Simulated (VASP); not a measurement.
Write the native input for VASP 6.6.1 that does the following.

- Task: single point
- Functional: r2SCAN
- Potentials or basis: VASP PAW PBE potentials, release 64 (Zn, Se)
- Cutoff: 520 eV
- k mesh: 8 × 8 × 6
- Occupations: gaussian, width 0.05 eV
- Spin: no spin polarisation
- Dipole correction: no
- Further INCAR settings: ALGO = Normal; EDIFF = 1e-06; NBANDS = 26

Crystal: ZnSe.

```
Zn Se
1.0
     0.00000   -2.83380   -2.83380
     0.00000    2.83380   -2.83380
     5.66760    0.00000    0.00000
Zn Se
2 2
Direct
  0.50000 0.50000 0.52647
  0.00000 0.00000 0.97353
  0.00000 0.50000 0.25000
  0.50000 0.00000 0.75000
```

This cell differs from its parent crystal: atoms displaced along a vibrational mode.

These files were run (other wordings do the same):

POSCAR

```
ZnSe
1.0
    0.0000000000     -2.8338000000     -2.8338000000
    0.0000000000      2.8338000000     -2.8338000000
    5.6676000000      0.0000000000      0.0000000000
Zn Se
2 2
Direct
    0.5000000000      0.5000000000      0.5264662291
    0.0000000000      0.0000000000     -0.0264662291
    0.0000000000      0.5000000000      0.2500000000
    0.5000000000      0.0000000000      0.7500000000
```

INCAR.step1

```
SYSTEM = ZnSe
PREC     = Accurate       ! precision mode
ENCUT    = 520            ! plane-wave cutoff, eV
ISMEAR   = 0              ! smearing method
SIGMA    = 0.05           ! smearing width, eV
LREAL    = .FALSE.        ! projectors in reciprocal space
LASPH    = .TRUE.         ! aspherical terms in the spheres
NELM     = 60             ! most SCF steps
NBANDS   = 26             ! bands
GGA      = PE             ! functional
ALGO     = Normal         ! electronic algorithm
EDIFF    = 1E-4           ! SCF threshold, eV
LWAVE    = .TRUE.         ! write WAVECAR
LCHARG   = .FALSE.        ! write CHGCAR
```

INCAR.step2

```
SYSTEM = ZnSe
PREC     = Accurate       ! precision mode
ENCUT    = 520            ! plane-wave cutoff, eV
EDIFF    = 1E-6           ! SCF threshold, eV
ISMEAR   = 0              ! smearing method
SIGMA    = 0.05           ! smearing width, eV
LREAL    = .FALSE.        ! projectors in reciprocal space
LASPH    = .TRUE.         ! aspherical terms in the spheres
NELM     = 60             ! most SCF steps
ALGO     = Normal         ! electronic algorithm
ISIF     = 2              ! what is computed and relaxed
LWAVE    = .FALSE.        ! write WAVECAR
LCHARG   = .FALSE.        ! write CHGCAR
METAGGA  = R2SCAN         ! meta-GGA
LMIXTAU  = .TRUE.       
NBANDS   = 26             ! bands
ISTART   = 1
```

KPOINTS

```
Automatic mesh
0
G
  8 8 6
  0 0 0
```

Potentials or basis: VASP PAW PBE potentials, release 64 (Zn, Se).

Command:

```bash
$ cat potpaw_PBE.64/Zn/POTCAR potpaw_PBE.64/Se/POTCAR > POTCAR
$ cp INCAR.step1 INCAR
$ mpirun -np 1 vasp_std > vasp.out
$ cp INCAR.step2 INCAR
$ mpirun -np 1 vasp_std > vasp.out
```

Results of the run:

```json
{"Pressure": "0.6 GPa", "Largest force": "1.432 eV/Å", "Band gap on the k mesh": "1.67 eV"}
```

Caveat: the cell differs from its parent crystal (atoms displaced along a vibrational mode); the PAW data sets were made with another functional, which shifts forces and pressure a little.

Wall time 3.8 min on 1 thread of AMD EPYC 9R45 96-Core Processor (Zen 5), with other jobs on the host, peak memory 0.25 GiB.
